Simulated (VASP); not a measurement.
# Y2Os (Fm-3m) in VASP: a series of runs

Y2Os is run at these levels: PBE; tasks: single point, relaxation of cell and atoms.

All numbers are computed with VASP 6.6.1; they aren't measurements. Logs are shortened: lines on timing, memory, paths and dates and some standing lists are left out, and cuts for length are marked.

## Step 1: The cell of the first run

Symmetry: Fm-3m, No. 225, cubic system. The conventional cell has a = 6.774 Å, b = 6.774 Å, c = 6.774 Å, α = 90.00°, β = 90.00°, γ = 90.00°. Y (site symmetry -43m) has 4 Os at 2.93 Å and 6 Y at 3.39 Å within 3.9 Å. Within 3.9 Å of Os (site symmetry m-3m) lie 8 Y at 2.93 Å.

## Step 2: Single point, PBE

INCAR reads:

```
ALGO = Normal
EDIFF = 1E-6
ENCUT = 520
GGA = PE
ISIF = 2
ISMEAR = 0
LASPH = T
LCHARG = F
LREAL = F
LWAVE = F
NBANDS = 22
NELM = 100
PREC = Accurate
SIGMA = 0.1
```

KPOINTS reads:

```
k-points
0
Gamma
  6 6 6
```

POSCAR reads:

```
Y2Os
1.0
    0.0000000000      3.3869912708      3.3869912708
    3.3869912708      0.0000000000      3.3869912708
    3.3869912708      3.3869912708      0.0000000000
Y Os
2 1
Direct
    0.2500000000      0.2500000000      0.2500000000
    0.7500000000      0.7500000000      0.7500000000
    0.0000000000      0.0000000000      0.0000000000
```

Potentials or basis: VASP PAW PBE potentials, release 64 (Y_sv, Os).

Launch:

```console
> cat potpaw_PBE.64/Y_sv/POTCAR potpaw_PBE.64/Os/POTCAR > POTCAR
> mpirun -np 1 vasp_std > vasp.out
```

OUTCAR:

```text
EDIFF = 1E-6
   ENCUT = 520
   GGA = PE
   ISIF = 2
   ISMEAR = 0
   LASPH = T
   LREAL = F
   NELM = 100
   PREC = Accurate

 ion  position               nearest neighbor table
   1  0.250  0.250  0.250-   3 2.93   3 2.93   3 2.93   3 2.93   2 3.39   2 3.39   2 3.39   2 3.39
                             2 3.39   2 3.39
   2  0.750  0.750  0.750-   3 2.93   3 2.93   3 2.93   3 2.93   1 3.39   1 3.39   1 3.39   1 3.39
                             1 3.39   1 3.39
   3  0.000  0.000  0.000-   1 2.93   2 2.93   2 2.93   2 2.93   2 2.93   1 2.93   1 2.93   1 2.93

  LATTYP: Found a face centered cubic cell.
 ALAT       =     6.7739825416

  Lattice vectors:

 A1 = (   0.0000000000,   3.3869912708,   3.3869912708)
 A2 = (   3.3869912708,   0.0000000000,   3.3869912708)
 A3 = (   3.3869912708,   3.3869912708,   0.0000000000)

Analysis of symmetry for initial positions (statically):
=====================================================================
 Subroutine PRICEL returns:
 Original cell was already a primitive cell.

 Routine SETGRP: Setting up the symmetry group for a
 face centered cubic supercell.

 Subroutine GETGRP returns: Found 48 space group operations
 (whereof 48 operations were pure point group operations)
 out of a pool of 48 trial point group operations.

The static configuration has the point symmetry O_h .

Analysis of symmetry for dynamics (positions and initial velocities):
=====================================================================
 Subroutine PRICEL returns:
 Original cell was already a primitive cell.

 Routine SETGRP: Setting up the symmetry group for a
 face centered cubic supercell.

 Subroutine GETGRP returns: Found 48 space group operations
 (whereof 48 operations were pure point group operations)
 out of a pool of 48 trial point group operations.

The dynamic configuration has the point symmetry O_h .

 Subroutine INISYM returns: Found 48 space group operations
 (whereof 48 operations are pure point group operations),
 and found     1 'primitive' translations

----------------------------------------------------------------------------------------

                                     Primitive cell

  volume of cell :      77.7092

  direct lattice vectors                    reciprocal lattice vectors
     0.000000000  3.386991271  3.386991271    -0.147623646  0.147623646  0.147623646
     3.386991271  0.000000000  3.386991271     0.147623646 -0.147623646  0.147623646
     3.386991271  3.386991271  0.000000000     0.147623646  0.147623646 -0.147623646

  length of vectors
     4.789928991  4.789928991  4.789928991     0.255691655  0.255691655  0.255691655

  position of ions in fractional coordinates (direct lattice)
     0.250000000  0.250000000  0.250000000
     0.750000000  0.750000000  0.750000000
     0.000000000  0.000000000  0.000000000

  ion indices of the primitive-cell ions
   primitive index   ion index
                 1           1
                 2           2
                 3           3

----------------------------------------------------------------------------------------

 KPOINTS: k-points

Automatic generation of k-mesh.
 Grid dimensions read from file:
 generate k-points for:    6    6    6

 Generating k-lattice:

  Cartesian coordinates                     Fractional coordinates (reciprocal lattice)
    -0.024603941  0.024603941  0.024603941     0.166666667  0.000000000  0.000000000
     0.024603941 -0.024603941  0.024603941     0.000000000  0.166666667  0.000000000
     0.024603941  0.024603941 -0.024603941     0.000000000  0.000000000  0.166666667

  Length of vectors
     0.042615276  0.042615276  0.042615276

  Shift w.r.t. Gamma in fractional coordinates (k-lattice)
     0.000000000  0.000000000  0.000000000

 Subroutine IBZKPT returns following result:
 ===========================================

 Found     16 irreducible k-points:

 Following reciprocal coordinates:
            Coordinates               Weight
  0.000000  0.000000  0.000000      1.000000
  0.166667  0.000000  0.000000      8.000000
  0.333333  0.000000  0.000000      8.000000
  0.500000  0.000000  0.000000      4.000000
  0.166667  0.166667  0.000000      6.000000
  0.333333  0.166667  0.000000     24.000000
[... 8 lines left out ...]
 -0.333333  0.333333  0.166667     24.000000
 -0.333333  0.500000  0.166667     12.000000
   k-points           NKPTS =     16   k-points in BZ     NKDIM =     16   number of bands    NBANDS=     22
   number of dos      NEDOS =    301   number of ions     NIONS =      3
   total plane-waves  NPLWV =  46656
   dimension x,y,z NGX =    36 NGY =   36 NGZ =   36
   dimension x,y,z NGXF=    72 NGYF=   72 NGZF=   72
   ions per type =               2   1
   NGX,Y,Z   is equivalent  to a cutoff of  12.49, 12.49, 12.49 a.u.
   NGXF,Y,Z  is equivalent  to a cutoff of  24.99, 24.99, 24.99 a.u.
 SYSTEM =  unknown system
   PREC   = accura    normal or accurate (medium, high low for compatibility)
   ISTART =      0    job   : 0-new  1-cont  2-samecut
   ICHARG =      2    charge: 1-file 2-atom 10-const
   ISPIN  =      1    spin polarized calculation?
   LNONCOLLINEAR =      F non collinear calculations
   LSORBIT =      F    spin-orbit coupling
   LASPH  =      T    aspherical Exc in radial PAW
   ENCUT  =  520.0 eV  38.22 Ry    6.18 a.u.   8.91  8.91  8.91*2*pi/ulx,y,z
   NELM   =    100;   NELMIN=  2; NELMDL= -5     # of ELM steps
   EDIFF  = 0.1E-05   stopping-criterion for ELM
   LREAL  =      F    real-space projection
   EDIFFG = 0.1E-04   stopping-criterion for IOM
   NSW    =      0    number of steps for IOM
   IBRION =     -1    ionic relax: 0-MD 1-quasi-New 2-CG
   NFREE  =      0    steps in history (QN), initial steepest desc. (CG)
   ISIF   =      2    stress and relaxation
   ISYM   =      2    0-nonsym 1-usesym 2-fastsym
   POTIM  = 0.5000    time-step for ionic-motion
   TEBEG  =    0.0;   TEEND  =   0.0 temperature during run
   PSTRESS=    0.0 pullay stress
   NELECT =      30.0000    total number of electrons
   NUPDOWN=      -1.0000    fix difference up-down
   EMIN   =  10.00;   EMAX   =-10.00  energy-range for DOS
   EFERMI =   0.00;   METHOD = LEGACY
   ISMEAR =     0;   SIGMA  =   0.10  broadening in eV -4-tet -1-fermi 0-gaus
   EFERMI_NEDOS =   21; number of points for ismear=-14 and -15
   IALGO  =     38    algorithm
   IMIX   =      4    mixing-type and parameters
     AMIX     =   0.40;   BMIX     =  1.00
     AMIX_MAG =   1.60;   BMIX_MAG =  1.00
  volume/ion in A,a.u.               =      25.90       174.80
  Fermi-wavevector in a.u.,A,eV,Ry     =   1.192041  2.252631 19.333356  1.420962
  Thomas-Fermi vector in A             =   2.328088
   LORBIT       =      0    0 simple, 1 ext, 2 COOP (PROOUT), +10 PAW based schemes
   GGA     = PE    functional components
   LHFCALC =     F    Hartree Fock is set to
   AEXX    =    0.0000 exact exchange contribution
   IVDW    =     0    specifies the selected vdW correction
   LEPSILON=     F    determine dielectric tensor
   LRPA    =     F    only Hartree local field effects (RPA)
 non-spin polarized calculation
 Gauss-broadening in eV      SIGMA  =   0.10
  energy-cutoff  :      520.00
  volume of cell :       77.71
 maximum number of plane-waves:      2121
   NGX = 17   NGY = 17   NGZ = 17

 number of electron      30.0000001 magnetization

 Free energy of the ion-electron system (eV)
  ---------------------------------------------------
  ext. energy  EPLUGINS =         0.00000000
  ---------------------------------------------------
  free energy    TOTEN  =       -24.65280655 eV

  energy without entropy =      -24.64237264  energy(sigma->0) =      -24.64758960

 E-fermi :   3.6095     XC(G=0): -10.2737

 val. band max:        3.5724346687   @ k =   0.1667   0.0000   0.0000
 cond. band min:       3.6161975159   @ k =  -0.3333   0.3333   0.1667
 fundamental gap:      0.0437628472
 Fermi energy:         3.6094742524

 k-point     1 :       0.0000    0.0000    0.0000
  band No.  band energies     occupation
      1     -38.5083      2.00000
      2     -38.3754      2.00000
      3     -18.6965      2.00000
      4     -18.6965      2.00000
      5     -18.6965      2.00000
      6     -18.2816      2.00000
[... 14 lines left out ...]
     21       9.3080      0.00000
     22       9.3080      0.00000

 k-point     2 :       0.1667    0.0000    0.0000
  band No.  band energies     occupation
      1     -38.4988      2.00000
      2     -38.3841      2.00000
      3     -18.6703      2.00000
      4     -18.6703      2.00000
      5     -18.6698      2.00000
      6     -18.3242      2.00000
[... 14 lines left out ...]
     21       8.6913      0.00000
     22       8.6913      0.00000

 k-point     3 :       0.3333    0.0000    0.0000
  band No.  band energies     occupation
      1     -38.4736      2.00000
      2     -38.4079      2.00000
      3     -18.6043      2.00000
      4     -18.5979      2.00000
      5     -18.5979      2.00000
      6     -18.4203      2.00000
[... 14 lines left out ...]
     21       7.6345      0.00000
     22       7.6345      0.00000

 k-point     4 :       0.5000    0.0000    0.0000
  band No.  band energies     occupation
      1     -38.4414      2.00000
      2     -38.4393      2.00000
      3     -18.5323      2.00000
      4     -18.5072      2.00000
      5     -18.5048      2.00000
      6     -18.5048      2.00000
[... 14 lines left out ...]
     21       7.1470      0.00000
     22       7.1470      0.00000

 k-point     5 :       0.1667    0.1667    0.0000
  band No.  band energies     occupation
      1     -38.4964      2.00000
      2     -38.3863      2.00000
      3     -18.7071      2.00000
      4     -18.7071      2.00000
      5     -18.5744      2.00000
      6     -18.4277      2.00000
[... 14 lines left out ...]
     21       8.3288      0.00000
     22       8.3402      0.00000

 k-point     6 :       0.3333    0.1667    0.0000
  band No.  band energies     occupation
      1     -38.4785      2.00000
      2     -38.4029      2.00000
      3     -18.6923      2.00000
      4     -18.6886      2.00000
      5     -18.5607      2.00000
      6     -18.4560      2.00000
[... 14 lines left out ...]
     21       7.5955      0.00000
     22       7.6123      0.00000

 k-point     7 :       0.5000    0.1667    0.0000
  band No.  band energies     occupation
      1     -38.4510      2.00000
      2     -38.4294      2.00000
      3     -18.6691      2.00000
      4     -18.6356      2.00000
      5     -18.6187      2.00000
      6     -18.3756      2.00000
[... 14 lines left out ...]
     21       7.1757      0.00000
     22       7.4743      0.00000

 k-point     8 :      -0.3333    0.1667    0.0000
  band No.  band energies     occupation
      1     -38.4592      2.00000
      2     -38.4214      2.00000
      3     -18.7217      2.00000
      4     -18.5466      2.00000
      5     -18.5141      2.00000
      6     -18.4780      2.00000
[... 14 lines left out ...]
     21       7.0131      0.00000
     22       7.4530      0.00000

 k-point     9 :      -0.1667    0.1667    0.0000
  band No.  band energies     occupation
      1     -38.4849      2.00000
      2     -38.3971      2.00000
      3     -18.7215      2.00000
      4     -18.5872      2.00000
      5     -18.5844      2.00000
      6     -18.4277      2.00000
[... 14 lines left out ...]
     21       7.7386      0.00000
     22       7.9465      0.00000

 k-point    10 :       0.3333    0.3333    0.0000
  band No.  band energies     occupation
      1     -38.4724      2.00000
      2     -38.4080      2.00000
      3     -18.7281      2.00000
      4     -18.7281      2.00000
      5     -18.7076      2.00000
      6     -18.3215      2.00000
[... 14 lines left out ...]
     21       7.0980      0.00000
     22       7.1423      0.00000

 k-point    11 :       0.5000    0.3333    0.0000
  band No.  band energies     occupation
      1     -38.4580      2.00000
      2     -38.4215      2.00000
      3     -18.7943      2.00000
      4     -18.7136      2.00000
      5     -18.7066      2.00000
      6     -18.2796      2.00000
[... 14 lines left out ...]
     21       6.9056      0.00000
     22       7.5036      0.00000

 k-point    12 :      -0.3333    0.3333    0.0000
  band No.  band energies     occupation
      1     -38.4401      2.00000
      2     -38.4396      2.00000
      3     -18.7954      2.00000
      4     -18.6538      2.00000
      5     -18.6289      2.00000
      6     -18.3620      2.00000
[... 14 lines left out ...]
     21       7.0105      0.00000
     22       7.4486      0.00000

 k-point    13 :       0.5000    0.5000    0.0000
  band No.  band energies     occupation
      1     -38.4604      2.00000
      2     -38.4188      2.00000
      3     -18.8420      2.00000
      4     -18.7385      2.00000
      5     -18.7385      2.00000
      6     -18.2457      2.00000
[... 14 lines left out ...]
     21       6.7794      0.00000
     22       6.8284      0.00000

 k-point    14 :       0.5000    0.3333    0.1667
  band No.  band energies     occupation
      1     -38.4617      2.00000
      2     -38.4185      2.00000
      3     -18.7513      2.00000
      4     -18.6854      2.00000
      5     -18.6084      2.00000
      6     -18.3864      2.00000
[... 14 lines left out ...]
     21       7.2687      0.00000
     22       7.4684      0.00000

 k-point    15 :      -0.3333    0.3333    0.1667
  band No.  band energies     occupation
      1     -38.4401      2.00000
      2     -38.4396      2.00000
      3     -18.7643      2.00000
      4     -18.7406      2.00000
      5     -18.5016      2.00000
      6     -18.4968      2.00000
[... 14 lines left out ...]
     21       7.3587      0.00000
     22       7.5760      0.00000

 k-point    16 :      -0.3333    0.5000    0.1667
  band No.  band energies     occupation
      1     -38.4500      2.00000
      2     -38.4292      2.00000
      3     -18.8192      2.00000
      4     -18.7618      2.00000
      5     -18.6196      2.00000
      6     -18.3734      2.00000
[... 14 lines left out ...]
     21       7.5075      0.00000
     22       7.5586      0.00000

------------------------ aborting loop because EDIFF is reached ----------------------------------------

  FORCE on cell =-STRESS in cart. coord.  units (eV):
  Direction    XX          YY          ZZ          XY          YZ          ZX
  --------------------------------------------------------------------------------------
  -------------------------------------------------------------------------------------
  Total        0.0200410      0.0200410      0.0200410     -0.0000000      0.0000000     -0.0000000
  in kB        0.4131968      0.4131968      0.4131968     -0.0000000      0.0000000     -0.0000000
  external PRESSURE =       0.4131968 kB  Pullay stress =       0.0000000 kB

 VOLUME and BASIS-vectors are now :
 -----------------------------------------------------------------------------
  energy-cutoff  :      520.00
  volume of cell :       77.71
      direct lattice vectors                 reciprocal lattice vectors
     0.000000000  3.386991271  3.386991271    -0.147623646  0.147623646  0.147623646
     3.386991271  0.000000000  3.386991271     0.147623646 -0.147623646  0.147623646
     3.386991271  3.386991271  0.000000000     0.147623646  0.147623646 -0.147623646

 POSITION                                       TOTAL-FORCE (eV/Angst)
 -----------------------------------------------------------------------------------
      1.69350      1.69350      1.69350        -0.000000     -0.000000      0.000000
      5.08049      5.08049      5.08049         0.000000      0.000000     -0.000000
      0.00000      0.00000      0.00000         0.000000      0.000000     -0.000000
 -----------------------------------------------------------------------------------
    total drift:                                0.000000      0.000000      0.000000

  FREE ENERGIE OF THE ION-ELECTRON SYSTEM (eV)
  ---------------------------------------------------
  free  energy   TOTEN  =       -24.6528065520 eV

  energy  without entropy=      -24.6423726427  energy(sigma->0) =      -24.64758960
```

Run time: 76 s. Hardware: 1 thread of Intel Xeon Platinum 8259CL at 2.50GHz (Skylake/Cascade Lake), shared host; peak memory 0.22 GiB.

Results:

| Quantity | Value |
| --- | --- |
| Free energy | -24.6528 eV |
| Pressure | 0.0 GPa |
| Band gap on the k mesh | zero (band 15 reaches 3.62 eV, above the bottom of band 16 at 3.26 eV) |

Caveat: spin-orbit coupling is left out, which moves the levels of the heavy elements.

## Step 3: Relaxation of cell and atoms, PBE

This run uses another cell than the first one, of 16.88 Å³/atom, 0.652 times its volume.

INCAR reads:

```
SYSTEM = Y2Os
PREC = Accurate
ENCUT = 600
EDIFF = 1E-6
ISMEAR = 0
SIGMA = 0.1
LREAL = .FALSE.
LASPH = .TRUE.
NELM = 100
ALGO = Normal
ISIF = 3
LWAVE = .FALSE.
LCHARG = .FALSE.
GGA = PE
IBRION = 2
NSW = 90
EDIFFG = -0.04
```

KPOINTS reads:

```
Automatic mesh
0
G
  6 6 6
  0 0 0
```

POSCAR reads:

```
Y2Os
1.0
    0.0000000000      2.9364682300      2.9364682300
    2.9364682300      0.0000000000      2.9364682300
    2.9364682300      2.9364682300      0.0000000000
Y Os
2 1
Direct
    0.2500000000      0.2500000000      0.2500000000
    0.7500000000      0.7500000000      0.7500000000
    0.0000000000      0.0000000000      0.0000000000
```

Potentials or basis: VASP PAW PBE potentials, release 64 (Y_sv, Os).

Launch:

```console
> cat potpaw_PBE.64/Y_sv/POTCAR potpaw_PBE.64/Os/POTCAR > POTCAR
> mpirun -np 1 vasp_std > vasp.out
```

Wall time 3.6 min (1 thread of Intel Xeon Platinum 8259CL at 2.50GHz (Skylake/Cascade Lake), shared host); peak memory 0.22 GiB.

It converged, with:

```yaml
Free_energy: -24.6474 eV
Relaxed_volume: 25.90 Å³/atom
Relaxed_cell: a = 4.790 Å, b = 4.790 Å, c = 4.790 Å, α = 60.00°, β = 60.00°, γ = 60.00°
Space_group_after_relaxing_to_0.05_Å: Fm-3m (No. 225)
Energy_gained_by_relaxing: 1597.7 meV/atom
Ionic_steps: 5
Pressure_after_relaxing: 0.0 GPa
Band_gap_on_the_k_mesh: zero (band 15 reaches 3.62 eV, above the bottom of band 16 at 3.26 eV)
```

The path:
| step | energy change (eV) | largest force (eV/Å) | pressure (GPa) | volume (Å³) |
| --- | --- | --- | --- | --- |
| 1 | 0.0000 | 0.0000 | 81.85 | 50.64 |
| 2 | 0.2284 | 0.0000 | -14.57 | 143.79 |
| 3 | -4.7429 | 0.0000 | -3.73 | 81.89 |
| 4 | -4.7846 | 0.0000 | -1.62 | 79.42 |
| 5 | -4.7932 | 0.0000 | 0.05 | 77.70 |

Final structure:
```
Y Os
1.0
     0.00000    3.38690    3.38690
     3.38690    0.00000    3.38690
     3.38690    3.38690    0.00000
Y Os
2 1
Direct
  0.25000 0.25000 0.25000
  0.75000 0.75000 0.75000
  0.00000 0.00000 0.00000
```

Levels at points of the mesh, in eV from the Fermi level:
```csv
k point,band 11,band 12,band 13,band 14,band 15,band 16,band 17,band 18,band 19
"(0.00, 0.00, 0.00)",-2.25,-1.02,-1.02,-1.02,-0.35,-0.35,-0.35,2.93,2.93
"(0.50, 0.00, 0.00)",-1.59,-1.59,-1.52,-1.37,-1.37,0.98,0.98,2.68,2.81
"(0.50, 0.50, 0.00)",-2.00,-1.79,-1.36,-1.36,-0.71,0.67,2.50,2.53,3.17
```

Caveat: the volume moved by over 15 % at a fixed basis, so the end points are rough; spin-orbit coupling is left out, which moves the levels of the heavy elements.
